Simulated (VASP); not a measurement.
# C (Fd-3m) in VASP: a series of runs

Aim: see how the results for C move with the level of theory and the settings. Levels: PBEsol, PBE. Tasks: single point.

All numbers are computed with VASP 6.6.1; they aren't measurements. Logs are shortened: lines on timing, memory, paths and dates and some standing lists are left out, and cuts for length are marked.

## 1. The cell of the first run

Symmetry: Fd-3m, No. 227, cubic system. Conventional cell: a = 3.549 Å, b = 3.549 Å, c = 3.549 Å, α = 90.00°, β = 90.00°, γ = 90.00°. Within 2.0 Å of C (site symmetry -43m) lie 4 C at 1.54 Å.

## 2. Single point, PBEsol

INCAR

```
SYSTEM = C
PREC = Accurate
ENCUT = 520
EDIFF = 1E-6
ISMEAR = -1
SIGMA = 0.05
LREAL = .False.
LASPH = .True.
NELM = 60
ALGO = Normal
ISIF = 2
LWAVE = .False.
LCHARG = .False.
GGA = PS
NBANDS = 11
```

KPOINTS

```
Automatic mesh
0
Gamma
  13 13 13
  0 0 0
```

POSCAR

```
C
1.0
    0.0000000000      1.7742973728      1.7742973728
    1.7742973728      0.0000000000      1.7742973728
    1.7742973728      1.7742973728      0.0000000000
C
2
Direct
    0.7500000000      0.7500000000      0.7500000000
    0.5000000000      0.5000000000      0.5000000000
```

Potentials or basis: VASP PAW PBE potentials, release 64 (C).

On the command line:

```bash
cat potpaw_PBE.64/C/POTCAR > POTCAR
mpirun -np 1 vasp_std > vasp.out
```

OUTCAR:

```text
SYSTEM = C
   PREC = Accurate
   ENCUT = 520
   EDIFF = 1E-6
   ISMEAR = -1
   LREAL = .False.
   LASPH = .True.
   NELM = 60
   ISIF = 2
   GGA = PS

 ion  position               nearest neighbor table
   1  0.750  0.750  0.750-   2 1.54   2 1.54   2 1.54   2 1.54
   2  0.500  0.500  0.500-   1 1.54   1 1.54   1 1.54   1 1.54

  LATTYP: Found a face centered cubic cell.
 ALAT       =     3.5485947456

  Lattice vectors:

 A1 = (   0.0000000000,   1.7742973728,   1.7742973728)
 A2 = (   1.7742973728,   0.0000000000,   1.7742973728)
 A3 = (   1.7742973728,   1.7742973728,   0.0000000000)

Analysis of symmetry for initial positions (statically):
=====================================================================
 Subroutine PRICEL returns:
 Original cell was already a primitive cell.

 Routine SETGRP: Setting up the symmetry group for a
 face centered cubic supercell.

 Subroutine GETGRP returns: Found 48 space group operations
 (whereof 24 operations were pure point group operations)
 out of a pool of 48 trial point group operations.

The static configuration has the point symmetry T_d .
 The point group associated with its full space group is O_h .

Analysis of symmetry for dynamics (positions and initial velocities):
=====================================================================
 Subroutine PRICEL returns:
 Original cell was already a primitive cell.

 Routine SETGRP: Setting up the symmetry group for a
 face centered cubic supercell.

 Subroutine GETGRP returns: Found 48 space group operations
 (whereof 24 operations were pure point group operations)
 out of a pool of 48 trial point group operations.

The dynamic configuration has the point symmetry T_d .
 The point group associated with its full space group is O_h .

 Subroutine INISYM returns: Found 48 space group operations
 (whereof 24 operations are pure point group operations),
 and found     1 'primitive' translations

----------------------------------------------------------------------------------------

                                     Primitive cell

  volume of cell :      11.1714

  direct lattice vectors                    reciprocal lattice vectors
     0.000000000  1.774297373  1.774297373    -0.281801691  0.281801691  0.281801691
     1.774297373  0.000000000  1.774297373     0.281801691 -0.281801691  0.281801691
     1.774297373  1.774297373  0.000000000     0.281801691  0.281801691 -0.281801691

  length of vectors
     2.509235408  2.509235408  2.509235408     0.488094846  0.488094846  0.488094846

  position of ions in fractional coordinates (direct lattice)
     0.750000000  0.750000000  0.750000000
     0.500000000  0.500000000  0.500000000

  ion indices of the primitive-cell ions
   primitive index   ion index
                 1           1
                 2           2

----------------------------------------------------------------------------------------

 KPOINTS: Automatic mesh

Automatic generation of k-mesh.
 Grid dimensions read from file:
 generate k-points for:   13   13   13

 Generating k-lattice:

  Cartesian coordinates                     Fractional coordinates (reciprocal lattice)
    -0.021677053  0.021677053  0.021677053     0.076923077  0.000000000  0.000000000
     0.021677053 -0.021677053  0.021677053     0.000000000  0.076923077  0.000000000
     0.021677053  0.021677053 -0.021677053     0.000000000  0.000000000  0.076923077

  Length of vectors
     0.037545757  0.037545757  0.037545757

  Shift w.r.t. Gamma in fractional coordinates (k-lattice)
     0.000000000  0.000000000  0.000000000

 Subroutine IBZKPT returns following result:
 ===========================================

 Found     84 irreducible k-points:

 Following reciprocal coordinates:
            Coordinates               Weight
  0.000000  0.000000  0.000000      1.000000
  0.076923  0.000000  0.000000      8.000000
  0.153846  0.000000  0.000000      8.000000
  0.230769  0.000000  0.000000      8.000000
  0.307692  0.000000  0.000000      8.000000
  0.384615  0.000000  0.000000      8.000000
[... 16 lines left out ...]
  0.384615  0.153846  0.000000     24.000000
  0.461538  0.153846  0.000000     24.000000
 [... further k-points ...]
   k-points           NKPTS =     84   k-points in BZ     NKDIM =     84   number of bands    NBANDS=     11
   number of dos      NEDOS =    301   number of ions     NIONS =      2
   total plane-waves  NPLWV =   8000
   dimension x,y,z NGX =    20 NGY =   20 NGZ =   20
   dimension x,y,z NGXF=    40 NGYF=   40 NGZF=   40
   ions per type =               2
   NGX,Y,Z   is equivalent  to a cutoff of  13.25, 13.25, 13.25 a.u.
   NGXF,Y,Z  is equivalent  to a cutoff of  26.50, 26.50, 26.50 a.u.
 SYSTEM =  C
   PREC   = accura    normal or accurate (medium, high low for compatibility)
   ISTART =      0    job   : 0-new  1-cont  2-samecut
   ICHARG =      2    charge: 1-file 2-atom 10-const
   ISPIN  =      1    spin polarized calculation?
   LNONCOLLINEAR =      F non collinear calculations
   LSORBIT =      F    spin-orbit coupling
   LASPH  =      T    aspherical Exc in radial PAW
   ENCUT  =  520.0 eV  38.22 Ry    6.18 a.u.   4.67  4.67  4.67*2*pi/ulx,y,z
   NELM   =     60;   NELMIN=  2; NELMDL= -5     # of ELM steps
   EDIFF  = 0.1E-05   stopping-criterion for ELM
   LREAL  =      F    real-space projection
   EDIFFG = 0.1E-04   stopping-criterion for IOM
   NSW    =      0    number of steps for IOM
   IBRION =     -1    ionic relax: 0-MD 1-quasi-New 2-CG
   NFREE  =      0    steps in history (QN), initial steepest desc. (CG)
   ISIF   =      2    stress and relaxation
   ISYM   =      2    0-nonsym 1-usesym 2-fastsym
   POTIM  = 0.5000    time-step for ionic-motion
   TEBEG  =    0.0;   TEEND  =   0.0 temperature during run
   PSTRESS=    0.0 pullay stress
   NELECT =       8.0000    total number of electrons
   NUPDOWN=      -1.0000    fix difference up-down
   EMIN   =  10.00;   EMAX   =-10.00  energy-range for DOS
   EFERMI =   0.00;   METHOD = LEGACY
   ISMEAR =    -1;   SIGMA  =   0.05  broadening in eV -4-tet -1-fermi 0-gaus
   EFERMI_NEDOS =   21; number of points for ismear=-14 and -15
   IALGO  =     38    algorithm
   IMIX   =      4    mixing-type and parameters
     AMIX     =   0.40;   BMIX     =  1.00
     AMIX_MAG =   1.60;   BMIX_MAG =  1.00
  volume/ion in A,a.u.               =       5.59        37.69
  Fermi-wavevector in a.u.,A,eV,Ry     =   1.464654  2.767795 29.187378  2.145212
  Thomas-Fermi vector in A             =   2.580604
   LORBIT       =      0    0 simple, 1 ext, 2 COOP (PROOUT), +10 PAW based schemes
   GGA     = PS    functional components
   LHFCALC =     F    Hartree Fock is set to
   AEXX    =    0.0000 exact exchange contribution
   IVDW    =     0    specifies the selected vdW correction
   LEPSILON=     F    determine dielectric tensor
   LRPA    =     F    only Hartree local field effects (RPA)
 non-spin polarized calculation
  energy-cutoff  :      520.00
  volume of cell :       11.17
 maximum number of plane-waves:       310
   NGX =  9   NGY =  9   NGZ =  9

 number of electron       7.9999999 magnetization

 Free energy of the ion-electron system (eV)
  ---------------------------------------------------
  ext. energy  EPLUGINS =         0.00000000
  ---------------------------------------------------
  free energy    TOTEN  =       -19.24901415 eV

  energy without entropy =      -19.24901415  energy(sigma->0) =      -19.24901415

 E-fermi :  10.8103     XC(G=0): -13.5086

 val. band max:        9.9320301933   @ k =   0.0000   0.0000   0.0000
 cond. band min:      13.9775796873   @ k =   0.3846   0.3846   0.0000
 fundamental gap:      4.0455494941
 Fermi energy:        10.8102882853

 k-point     1 :       0.0000    0.0000    0.0000
  band No.  band energies     occupation
      1     -11.7968      2.00000
      2       9.9320      2.00000
      3       9.9320      2.00000
      4       9.9320      2.00000
      5      15.5133      0.00000
      6      15.5133      0.00000
      7      15.5133      0.00000
      8      23.6510      0.00000
      9      29.0876      0.00000
     10      36.5696      0.00000
     11      36.5696      0.00000

 k-point     2 :       0.0769    0.0000    0.0000
  band No.  band energies     occupation
      1     -11.6307      2.00000
      2       8.8455      2.00000
      3       9.6457      2.00000
      4       9.6457      2.00000
      5      15.8877      0.00000
      6      15.8877      0.00000
      7      16.1625      0.00000
      8      23.7733      0.00000
      9      29.3705      0.00000
     10      34.4821      0.00000
     11      34.4821      0.00000

 k-point     3 :       0.1538    0.0000    0.0000
  band No.  band energies     occupation
      1     -11.1341      2.00000
      2       6.5409      2.00000
      3       9.0029      2.00000
      4       9.0029      2.00000
      5      16.7307      0.00000
      6      16.7307      0.00000
      7      17.2270      0.00000
      8      24.1231      0.00000
      9      29.9993      0.00000
     10      32.8666      0.00000
     11      32.8666      0.00000

 k-point     4 :       0.2308    0.0000    0.0000
  band No.  band energies     occupation
      1     -10.3125      2.00000
      2       3.9032      2.00000
      3       8.3096      2.00000
      4       8.3096      2.00000
      5      17.5744      0.00000
      6      17.5744      0.00000
      7      18.0367      0.00000
      8      24.6236      0.00000
      9      30.4839      0.00000
     10      32.2539      0.00000
     11      32.2539      0.00000
[... 239 lines left out ...]
 k-point    22 :       0.3077    0.1538    0.0000
  band No.  band energies     occupation
      1      -9.3891      2.00000
      2       3.2563      2.00000
      3       6.2833      2.00000
      4       6.9289      2.00000
      5      15.8689      0.00000
      6      20.4079      0.00000
      7      20.4564      0.00000
      8      22.0212      0.00000
      9      30.6864      0.00000
     10      31.4292      0.00000
     11      36.5653      0.00000

 k-point    23 :       0.3846    0.1538    0.0000
  band No.  band energies     occupation
      1      -8.1660      2.00000
      2       0.8030      2.00000
      3       5.9846      2.00000
      4       6.1451      2.00000
      5      16.5482      0.00000
      6      20.7096      0.00000
      7      20.8107      0.00000
      8      22.5782      0.00000
      9      31.1246      0.00000
     10      32.0034      0.00000
     11      36.9554      0.00000

 k-point    24 :       0.4615    0.1538    0.0000
  band No.  band energies     occupation
      1      -6.6985      2.00000
      2      -1.4831      2.00000
      3       5.4340      2.00000
      4       5.9476      2.00000
      5      16.9666      0.00000
      6      20.5653      0.00000
      7      20.9974      0.00000
      8      23.8642      0.00000
      9      30.4973      0.00000
     10      33.3732      0.00000
     11      37.0594      0.00000

 [... further k-points ...]
[... 5 lines left out ...]
  --------------------------------------------------------------------------------------
  -------------------------------------------------------------------------------------
  Total        0.2175485      0.2175485      0.2175485     -0.0000000     -0.0000000     -0.0000000
  in kB       31.2002086     31.2002086     31.2002086     -0.0000000     -0.0000000     -0.0000000
  external PRESSURE =      31.2002086 kB  Pullay stress =       0.0000000 kB

 VOLUME and BASIS-vectors are now :
 -----------------------------------------------------------------------------
  energy-cutoff  :      520.00
  volume of cell :       11.17
      direct lattice vectors                 reciprocal lattice vectors
     0.000000000  1.774297373  1.774297373    -0.281801691  0.281801691  0.281801691
     1.774297373  0.000000000  1.774297373     0.281801691 -0.281801691  0.281801691
     1.774297373  1.774297373  0.000000000     0.281801691  0.281801691 -0.281801691

 POSITION                                       TOTAL-FORCE (eV/Angst)
 -----------------------------------------------------------------------------------
      2.66145      2.66145      2.66145        -0.000000      0.000000     -0.000000
      1.77430      1.77430      1.77430         0.000000     -0.000000      0.000000
 -----------------------------------------------------------------------------------
    total drift:                                0.000000     -0.000000      0.000000

  FREE ENERGIE OF THE ION-ELECTRON SYSTEM (eV)
  ---------------------------------------------------
  free  energy   TOTEN  =       -19.2490141493 eV

  energy  without entropy=      -19.2490141493  energy(sigma->0) =      -19.24901415
```

It took 7.6 s on 1 thread of Intel Xeon Platinum 8259CL at 2.50GHz (Skylake/Cascade Lake), shared host; peak memory 0.12 GiB.

What came out:

- Free energy: -19.2490 eV
- Pressure: 3.1 GPa
- Band gap on the k mesh: 4.05 eV, indirect (least direct gap 5.58 eV)

Caveat: the PAW data sets were made with another functional, which shifts forces and pressure a little. A k mesh can miss the band edges.

## 3. Single point, PBE

This run uses another cell than the first one, of 5.67 Å³/atom, 1.015 times its volume.

INCAR

```
PREC     = Accurate       # precision mode
ENCUT    = 520            # plane-wave cutoff, eV
EDIFF    = 1E-6           # SCF threshold, eV
ISMEAR   = -1             # smearing method
SIGMA    = 0.05           # smearing width, eV
LREAL    = False          # projectors in reciprocal space
LASPH    = True           # aspherical terms in the spheres
NELM     = 80             # most SCF steps
ALGO     = Normal         # electronic algorithm
ISIF     = 2              # what is computed and relaxed
LWAVE    = False          # write WAVECAR
LCHARG   = False          # write CHGCAR
GGA      = PE             # functional
NBANDS   = 11             # bands
```

KPOINTS

```
regular mesh
0
Gamma
  7 7 7
```

POSCAR

```
C
1.0
    0.0000000000      1.7833700000      1.7833700000
    1.7833700000      0.0000000000      1.7833700000
    1.7833700000      1.7833700000      0.0000000000
C
2
Direct
    0.7500000000      0.7500000000      0.7500000000
    0.5000000000      0.5000000000      0.5000000000
```

Potentials or basis: VASP PAW PBE potentials, release 64 (C).

On the command line:

```bash
cat potpaw_PBE.64/C/POTCAR > POTCAR
mpirun -np 1 vasp_std > vasp.out
```

Run time: 1.6 s. Hardware: 1 thread of Intel Xeon 6975P-C (Granite Rapids), shared host; peak memory 0.11 GiB.

Results (log left out):

| Quantity | Value |
| --- | --- |
| Free energy | -18.1825 eV |
| Pressure | 2.5 GPa |
| Band gap on the k mesh | 4.26 eV, indirect (least direct gap 5.59 eV) |

Levels at points of the mesh, in eV from the valence-band top:
```
           k point  band 1  band 2  band 3  band 4  band 5  band 6  band 7  band 8  band 9
(0.00, 0.00, 0.00)  -21.48    0.00    0.00    0.00    5.59    5.59    5.59   13.33   19.29
```

Caveat: the k points lie up to 0.44 Å⁻¹ apart. PBE gaps usually lie below the measured ones, often by a third to a half.
